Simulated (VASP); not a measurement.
Runs of VASP 6.6.1 on RbCl. The structure is cubic, space group Fm-3m (No. 225). Conventional cell: a = 6.611 Å, b = 6.611 Å, c = 6.611 Å, α = 90.00°, β = 90.00°, γ = 90.00°. Within 4.3 Å of Rb (site symmetry m-3m) lie 6 Cl at 3.31 Å. Within 4.3 Å of Cl (site symmetry m-3m) lie 6 Rb at 3.31 Å. 

```tsv
level	k mesh	cutoff (eV)	grid for exact exchange (PRECFOCK)	share of exact exchange	screening parameter	gap on the mesh (eV)	pressure (GPa)
PBE0	4 × 4 × 4	400	Normal	0.25	-	7.00	0.3
r2SCAN	4 × 4 × 4	550	-	-	-	(a)	0.0
PBE	4 × 4 × 4	500	-	-	-	4.95	0.6
HSE06	4 × 4 × 4	400	Normal	0.25	0.2079 1/Å	6.25	0.3
PBE	6 × 6 × 6	500	-	-	-	4.95	0.6
```

Alike in all rows: task single point; potentials or basis VASP PAW PBE potentials, release 64 (Rb_sv, Cl); no spin polarisation; cell as given; smearing gaussian 0.01 eV.

Problem. Estimate the missing entries.

Solution. (a) 5.56.

Caveats: the PAW data sets were made with another functional, which shifts forces and pressure a little (at least some runs).

A k mesh can miss the band edges, and the runs leave out spin-orbit coupling on Rb.
